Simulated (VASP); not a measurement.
# Cs8Sn8HI24 (a cell with a defect) in VASP: single point with PBEsol

Aim: the single point of Cs8Sn8HI24 (a cell with a defect) with PBEsol.

All numbers are computed with VASP 6.6.1; they aren't measurements. Logs are shortened: lines on timing, memory, paths and dates and some standing lists are left out, and cuts for length are marked.

**1. The cell of the first run**

The cell holds a defect, 41 atoms: a = 12.314 Å, b = 12.314 Å, c = 12.314 Å, α = 90.00°, β = 90.00°, γ = 90.00°.

**2. Single point, PBEsol, collinear spin**

File INCAR:

```
SYSTEM = Cs8Sn8HI24
PREC = Accurate
ENCUT = 520
EDIFF = 1E-7
ISMEAR = -1
SIGMA = 0.05
LREAL = Auto
LASPH = .True.
NELM = 150
ALGO = Normal
ISIF = 2
LWAVE = .False.
LCHARG = .True.
ISPIN = 2
MAGMOM = 0.111 0 0 0 0 0 0 0 0.111 0 0 0 0 0 0 0 0.111 0.111 0.111 0 0 0 0 0 0 0.111 0 0 0 0.111 0 0 0 0.111 0 0.111 0 0 0 0 0
LORBIT = 11
GGA = PS
LELF = .True.
LVHAR = .True.
ISYM = 0
NBANDS = 206
LUSENCCL = .False.
```

File KPOINTS:

```
Automatic mesh
0
Gamma
  1 1 1
  0.25 0.25 0.25
```

File POSCAR:

```
Cs8Sn8HI24
1.0
   12.3144620000      0.0000000000      0.0000000000
    0.0000000000     12.3144620000      0.0000000000
    0.0000000000      0.0000000000     12.3144620000
Cs H Sn I
8 1 8 24
Direct
    0.9782770000      0.9962020000      0.9780880000
    0.9924390000      0.0162150000      0.5226260000
    0.0004870000      0.5402030000      0.9930880000
    0.9904240000      0.5072200000      0.5148840000
    0.4905870000      0.9931170000      0.9874530000
    0.4963040000      0.9653380000      0.4975810000
    0.5122300000      0.4851300000      0.9716320000
    0.4893440000      0.4591960000      0.4584350000
    0.3070430000      0.3202640000      0.2463960000
    0.2390160000      0.2423820000      0.7481770000
    0.2544400000      0.7402600000      0.2466990000
    0.2476570000      0.7419850000      0.7470350000
    0.7416840000      0.2395220000      0.2464740000
    0.7406820000      0.2450390000      0.7454420000
    0.7511250000      0.7443840000      0.2473710000
    0.7448130000      0.7438090000      0.7454280000
    0.2012730000      0.2191090000      0.2480600000
    0.2350440000      0.1915430000      0.0066030000
    0.2131850000      0.2734510000      0.5014540000
    0.2275570000      0.7862060000      0.9990190000
    0.2699220000      0.6975640000      0.4999380000
    0.7283760000      0.2207310000      0.9957160000
    0.7624440000      0.2667320000      0.4963270000
    0.7622830000      0.7642490000      0.9962120000
    0.7282770000      0.7214510000      0.4971270000
    0.9955030000      0.3387560000      0.2338970000
    0.9905740000      0.2356010000      0.7617720000
    0.0029400000      0.7098840000      0.2623790000
    0.9963960000      0.7557790000      0.7315880000
    0.5077040000      0.1948440000      0.2671610000
    0.4906730000      0.2566490000      0.7341270000
    0.5034560000      0.7892450000      0.2340130000
    0.4963250000      0.7426570000      0.7687110000
    0.2321350000      0.9847450000      0.3094370000
    0.2544770000      0.9935750000      0.7149040000
    0.3014900000      0.5093260000      0.2018630000
    0.2370490000      0.4931220000      0.7862720000
    0.8056120000      0.9961260000      0.2626520000
    0.7362700000      0.9955020000      0.7255650000
    0.7076810000      0.4969010000      0.2236120000
    0.7608730000      0.4952630000      0.7677200000
```

Potentials or basis: VASP PAW PBE potentials, release 64 (Cs_sv, H, Sn_d, I).

On the command line:

```bash
cat potpaw_PBE.64/Cs_sv/POTCAR potpaw_PBE.64/H/POTCAR potpaw_PBE.64/Sn_d/POTCAR potpaw_PBE.64/I/POTCAR > POTCAR
mpirun -np 1 vasp_std > vasp.out
```

OUTCAR:

```text
SYSTEM = Cs8Sn8HI24
   PREC = Accurate
   ENCUT = 520
   EDIFF = 1E-7
   ISMEAR = -1
   LREAL = Auto
   LASPH = .True.
   NELM = 150
   ISIF = 2
   ISPIN = 2
   LORBIT = 11
   GGA = PS
   ISYM = 0

 ion  position               nearest neighbor table
   1  0.978  0.996  0.978-
   2  0.992  0.016  0.523-
   3  0.000  0.540  0.993-
   4  0.990  0.507  0.515-
   5  0.491  0.993  0.987-
   6  0.496  0.965  0.498-
   7  0.512  0.485  0.972-
   8  0.489  0.459  0.458-
   9  0.307  0.320  0.246-  17 1.80
  10  0.239  0.242  0.748-  27 3.07  19 3.08  35 3.10  31 3.11  37 3.12  18 3.24
  11  0.254  0.740  0.247-  36 2.95  20 3.12  34 3.12  28 3.13  32 3.13  21 3.17
  12  0.248  0.742  0.747-  33 3.07  21 3.10  29 3.10  37 3.11  35 3.12  20 3.16
  13  0.742  0.240  0.246-  30 2.94  22 3.10  38 3.11  23 3.11  40 3.21  26 3.36
  14  0.741  0.245  0.745-  39 3.08  31 3.09  27 3.09  23 3.09  22 3.10  41 3.10
  15  0.751  0.744  0.247-  25 3.10  32 3.10  24 3.11  40 3.11  28 3.14  38 3.18
  16  0.745  0.744  0.745-  33 3.07  25 3.08  41 3.08  24 3.11  29 3.11  39 3.11
  17  0.201  0.219  0.248-   9 1.80  26 2.94  34 3.01  18 3.02  19 3.19
  18  0.235  0.192  0.007-  17 3.02  10 3.24
  19  0.213  0.273  0.501-  10 3.08  17 3.19
  20  0.228  0.786  0.999-  11 3.12  12 3.16
  21  0.270  0.698  0.500-  12 3.10  11 3.17
  22  0.728  0.221  0.996-  14 3.10  13 3.10
  23  0.762  0.267  0.496-  14 3.09  13 3.11
  24  0.762  0.764  0.996-  15 3.11  16 3.11
  25  0.728  0.721  0.497-  16 3.08  15 3.10
  26  0.996  0.339  0.234-  17 2.94  13 3.36
  27  0.991  0.236  0.762-  10 3.07  14 3.09
  28  0.003  0.710  0.262-  11 3.13  15 3.14
  29  0.996  0.756  0.732-  12 3.10  16 3.11
  30  0.508  0.195  0.267-  13 2.94
  31  0.491  0.257  0.734-  14 3.09  10 3.11
  32  0.503  0.789  0.234-  15 3.10  11 3.13
  33  0.496  0.743  0.769-  16 3.07  12 3.07
  34  0.232  0.985  0.309-  17 3.01  11 3.12
  35  0.254  0.994  0.715-  10 3.10  12 3.12
  36  0.301  0.509  0.202-  11 2.95
  37  0.237  0.493  0.786-  12 3.11  10 3.12
  38  0.806  0.996  0.263-  13 3.11  15 3.18
  39  0.736  0.996  0.726-  14 3.08  16 3.11
  40  0.708  0.497  0.224-  15 3.11  13 3.21
  41  0.761  0.495  0.768-  16 3.08  14 3.10

IMPORTANT INFORMATION: All symmetrisations will be switched off!
NOSYMM: (Re-)initialisation of all symmetry stuff for point group C_1.

----------------------------------------------------------------------------------------

                                     Primitive cell

  volume of cell :    1867.4386

  direct lattice vectors                    reciprocal lattice vectors
    12.314462000  0.000000000  0.000000000     0.081205334  0.000000000  0.000000000
     0.000000000 12.314462000  0.000000000     0.000000000  0.081205334  0.000000000
     0.000000000  0.000000000 12.314462000     0.000000000  0.000000000  0.081205334

  length of vectors
    12.314462000 12.314462000 12.314462000     0.081205334  0.081205334  0.081205334

  position of ions in fractional coordinates (direct lattice)
     0.978277000  0.996202000  0.978088000
     0.992439000  0.016215000  0.522626000
     0.000487000  0.540203000  0.993088000
     0.990424000  0.507220000  0.514884000
     0.490587000  0.993117000  0.987453000
     0.496304000  0.965338000  0.497581000
[... 33 lines left out ...]
     0.707681000  0.496901000  0.223612000
     0.760873000  0.495263000  0.767720000

  ion indices of the primitive-cell ions
   primitive index   ion index
                 1           1
                 2           2
                 3           3
                 4           4
                 5           5
                 6           6
[... 33 lines left out ...]
                40          40
                41          41

----------------------------------------------------------------------------------------

 KPOINTS: Automatic mesh

Automatic generation of k-mesh.
 Grid dimensions read from file:
 generate k-points for:    1    1    1

 Generating k-lattice:

  Cartesian coordinates                     Fractional coordinates (reciprocal lattice)
     0.081205334  0.000000000  0.000000000     1.000000000  0.000000000  0.000000000
     0.000000000  0.081205334  0.000000000     0.000000000  1.000000000  0.000000000
     0.000000000  0.000000000  0.081205334     0.000000000  0.000000000  1.000000000

  Length of vectors
     0.081205334  0.081205334  0.081205334

  Shift w.r.t. Gamma in fractional coordinates (k-lattice)
     0.250000000  0.250000000  0.250000000

 Subroutine IBZKPT returns following result:
 ===========================================

 Found      4 irreducible k-points:

 Following reciprocal coordinates:
            Coordinates               Weight
  0.250000  0.250000  0.250000      2.000000
 -0.250000  0.250000  0.250000      2.000000
 -0.250000 -0.250000  0.250000      2.000000
  0.250000 -0.250000  0.250000      2.000000
   k-points           NKPTS =      4   k-points in BZ     NKDIM =      4   number of bands    NBANDS=    206
   number of dos      NEDOS =    301   number of ions     NIONS =     41
   total plane-waves  NPLWV = 884736
   dimension x,y,z NGX =    96 NGY =   96 NGZ =   96
   dimension x,y,z NGXF=   192 NGYF=  192 NGZF=  192
   ions per type =               8   1   8  24
   NGX,Y,Z   is equivalent  to a cutoff of  12.96, 12.96, 12.96 a.u.
   NGXF,Y,Z  is equivalent  to a cutoff of  25.92, 25.92, 25.92 a.u.
 SYSTEM =  Cs8Sn8HI24
   PREC   = accura    normal or accurate (medium, high low for compatibility)
   ISTART =      0    job   : 0-new  1-cont  2-samecut
   ICHARG =      2    charge: 1-file 2-atom 10-const
   ISPIN  =      2    spin polarized calculation?
   LNONCOLLINEAR =      F non collinear calculations
   LSORBIT =      F    spin-orbit coupling
   LASPH  =      T    aspherical Exc in radial PAW
   ENCUT  =  520.0 eV  38.22 Ry    6.18 a.u.  22.90 22.90 22.90*2*pi/ulx,y,z
   NELM   =    150;   NELMIN=  2; NELMDL= -5     # of ELM steps
   EDIFF  = 0.1E-06   stopping-criterion for ELM
   LREAL  =      T    real-space projection
   EDIFFG = 0.1E-05   stopping-criterion for IOM
   NSW    =      0    number of steps for IOM
   IBRION =     -1    ionic relax: 0-MD 1-quasi-New 2-CG
   NFREE  =      0    steps in history (QN), initial steepest desc. (CG)
   ISIF   =      2    stress and relaxation
   ISYM   =      0    0-nonsym 1-usesym 2-fastsym
   POTIM  = 0.5000    time-step for ionic-motion
   TEBEG  =    0.0;   TEEND  =   0.0 temperature during run
   PSTRESS=    0.0 pullay stress
   NELECT =     353.0000    total number of electrons
   NUPDOWN=      -1.0000    fix difference up-down
   EMIN   =  10.00;   EMAX   =-10.00  energy-range for DOS
   EFERMI =   0.00;   METHOD = LEGACY
   ISMEAR =    -1;   SIGMA  =   0.05  broadening in eV -4-tet -1-fermi 0-gaus
   EFERMI_NEDOS =   21; number of points for ismear=-14 and -15
   IALGO  =     38    algorithm
   IMIX   =      4    mixing-type and parameters
     AMIX     =   0.40;   BMIX     =  1.00
     AMIX_MAG =   1.60;   BMIX_MAG =  1.00
  volume/ion in A,a.u.               =      45.55       307.37
  Fermi-wavevector in a.u.,A,eV,Ry     =   0.939545  1.775483 12.010474  0.882745
  Thomas-Fermi vector in A             =   2.066868
   LORBIT       =     11    0 simple, 1 ext, 2 COOP (PROOUT), +10 PAW based schemes
   GGA     = PS    functional components
   LHFCALC =     F    Hartree Fock is set to
   AEXX    =    0.0000 exact exchange contribution
   IVDW    =     0    specifies the selected vdW correction
   LEPSILON=     F    determine dielectric tensor
   LRPA    =     F    only Hartree local field effects (RPA)
 spin polarized calculation
  energy-cutoff  :      520.00
  volume of cell :     1867.44
 maximum number of plane-waves:     50327
 NGX is ok and might be reduce to    96
   NGX = 45   NGY = 45   NGZ = 45

 number of electron     352.9999999 magnetization       0.7723891

 Free energy of the ion-electron system (eV)
  ---------------------------------------------------
  ext. energy  EPLUGINS =         0.00000000
  ---------------------------------------------------
  free energy    TOTEN  =      -123.02624905 eV

  energy without entropy =     -122.99197177  energy(sigma->0) =     -123.00911041

 E-fermi :   2.6718     XC(G=0):  -7.7978

 val. band max:        2.5996220429   @ k =   0.2500   0.2500   0.2500
 cond. band min:       2.7506229019   @ k =   0.2500  -0.2500   0.2500
 fundamental gap:      0.1510008590
 Fermi energy:         2.6717743371

 spin component 1

 k-point     1 :       0.2500    0.2500    0.2500
  band No.  band energies     occupation
      1     -19.1905      1.00000
      2     -19.1784      1.00000
      3     -19.1715      1.00000
      4     -19.1618      1.00000
      5     -19.1575      1.00000
      6     -19.1509      1.00000
[... 753 lines left out ...]
    187       4.4479      0.00000
    188       4.6636      0.00000
 Fermi energy:         2.6717743371

 spin component 2

 k-point     1 :       0.2500    0.2500    0.2500
  band No.  band energies     occupation
      1     -19.1904      1.00000
      2     -19.1784      1.00000
      3     -19.1715      1.00000
      4     -19.1589      1.00000
      5     -19.1564      1.00000
      6     -19.1509      1.00000
[... 753 lines left out ...]
    187       4.4579      0.00000
    188       4.7046      0.00000
 [bands above 188 left out]

------------------------ aborting loop because EDIFF is reached ----------------------------------------

  FORCE on cell =-STRESS in cart. coord.  units (eV):
  Direction    XX          YY          ZZ          XY          YZ          ZX
  --------------------------------------------------------------------------------------
  -------------------------------------------------------------------------------------
  Total       -3.7888441     -2.7648087     -5.4754370     -0.5085900      0.0128147     -0.0875677
  in kB       -3.2506558     -2.3720801     -4.6976758     -0.4363471      0.0109944     -0.0751291
  external PRESSURE =      -3.4401372 kB  Pullay stress =       0.0000000 kB

 VOLUME and BASIS-vectors are now :
 -----------------------------------------------------------------------------
  energy-cutoff  :      520.00
  volume of cell :     1867.44
      direct lattice vectors                 reciprocal lattice vectors
    12.314462000  0.000000000  0.000000000     0.081205334  0.000000000  0.000000000
     0.000000000 12.314462000  0.000000000     0.000000000  0.081205334  0.000000000
     0.000000000  0.000000000 12.314462000     0.000000000  0.000000000  0.081205334

 POSITION                                       TOTAL-FORCE (eV/Angst)
 -----------------------------------------------------------------------------------
     12.04695     12.26769     12.04463         0.001433      0.006165     -0.001978
     12.22135      0.19968      6.43586        -0.006055     -0.007435     -0.004159
      0.00600      6.65231     12.22934         0.000717      0.001713      0.001105
     12.19654      6.24614      6.34052        -0.004707     -0.002334      0.000482
      6.04131     12.22970     12.15995         0.005746      0.003151     -0.004567
      6.11172     11.88762      6.12744         0.006949     -0.001368      0.007278
[... 33 lines left out ...]
      8.71471      6.11907      2.75366         0.014707     -0.022555      0.005168
      9.36974      6.09890      9.45406        -0.006379      0.014937     -0.002465
 -----------------------------------------------------------------------------------
    total drift:                               -0.014638     -0.004529      0.031577

  FREE ENERGIE OF THE ION-ELECTRON SYSTEM (eV)
  ---------------------------------------------------
  free  energy   TOTEN  =      -123.0262490510 eV

  energy  without entropy=     -122.9919717703  energy(sigma->0) =     -123.00911041

 total charge

# of ion       s       p       d       tot
------------------------------------------
    1        1.842   4.694   0.020   6.556
    2        1.842   4.694   0.020   6.556
    3        1.842   4.694   0.021   6.557
    4        1.842   4.694   0.019   6.555
    5        1.841   4.695   0.018   6.554
    6        1.842   4.694   0.019   6.555
[... 33 lines left out ...]
   40        1.508   2.769   0.010   4.287
   41        1.509   2.771   0.013   4.293
--------------------------------------------------
tot         62.443 109.500  80.376 252.319

 magnetization (x)

# of ion       s       p       d       tot
------------------------------------------
    1        0.000   0.000   0.000   0.000
    2       -0.000   0.000  -0.000  -0.000
    3        0.000   0.000   0.000   0.000
    4        0.000   0.000   0.000   0.000
    5       -0.000   0.000   0.000   0.000
    6       -0.000   0.000   0.000   0.000
[... 33 lines left out ...]
   40        0.000   0.006   0.000   0.006
   41        0.000   0.000   0.000   0.000
--------------------------------------------------
tot          0.168   0.321   0.016   0.504
```

Wall time 9.2 min (1 × NVIDIA H100 80GB with 1 thread of AMD EPYC 7R13 (Zen 3), shared host); peak memory 3.6 GiB.

What came out:

| Property | Result |
| --- | --- |
| Free energy | -123.0262 eV |
| Pressure | -0.3 GPa |
| Largest force | 0.048 eV/Å |
| Band gap on the k mesh | 0.15 eV |
| Net moment | 0.77 μB per cell |
| Site moments | Cs +0.00, -0.00 (each value once); H +0.06; Sn +0.01, +0.04, +0.00, +0.14 (each value once); I +0.01, +0.00, +0.06, +0.08, -0.00 (each value once) μB |
| Valence electrons inside the program's atomic spheres | Cs 6.56, 6.55 (each value once); H 0.49; Sn 12.03, 12.04, 12.05, 12.16 (each value once); I 4.29, 4.28 (each value once) |

Forces in eV/Å, atoms in the order of the input:
```
Cs   0.001  0.006 -0.002
Cs  -0.006 -0.007 -0.004
Cs   0.001  0.002  0.001
Cs  -0.005 -0.002  0.000
Cs   0.006  0.003 -0.005
Cs   0.007 -0.001  0.007
Cs   0.006  0.005 -0.007
Cs   0.001 -0.003  0.001
H   -0.037  0.025 -0.017
Sn   0.005  0.009  0.008
Sn  -0.014  0.003  0.006
Sn   0.003  0.001  0.012
Sn   0.012  0.001  0.004
Sn  -0.004  0.008  0.010
Sn   0.011  0.004  0.004
Sn   0.011  0.016 -0.008
Sn   0.029  0.031 -0.010
I   -0.002  0.000 -0.007
I    0.013  0.001  0.002
I   -0.005 -0.001  0.004
I    0.000  0.004 -0.014
I   -0.007  0.000 -0.015
I    0.000  0.003  0.007
I   -0.013 -0.010  0.016
I    0.002  0.006 -0.016
I    0.012 -0.011 -0.001
I    0.010 -0.008  0.003
I    0.006 -0.010 -0.001
I    0.003 -0.001 -0.003
I   -0.007 -0.009  0.006
I   -0.009 -0.009  0.002
I    0.003  0.011 -0.002
I    0.005 -0.006  0.004
I   -0.025 -0.013 -0.005
I   -0.002 -0.013  0.005
I    0.003 -0.030  0.011
I   -0.005  0.007 -0.003
I   -0.013  0.017 -0.006
I   -0.003 -0.020  0.007
I    0.015 -0.023  0.005
I   -0.006  0.015 -0.002
```

Levels at points of the mesh, in eV from the valence-band top:
Spin up:
```csv
k point,band 175,band 176,band 177,band 178,band 179,band 180
"(0.25, 0.25, 0.25)",-1.08,-0.87,0.00,1.34,1.36,1.54
```
Spin down:
```
           k point  band 173  band 174  band 175  band 176  band 177  band 178  band 179  band 180
(0.25, 0.25, 0.25)     -1.24     -1.15     -1.07     -0.85      0.21      1.36      1.37      1.55
```

Caveat: the PAW data sets were made with another functional, which shifts forces and pressure a little; spin-orbit coupling is left out, which moves the levels of the heavy elements.
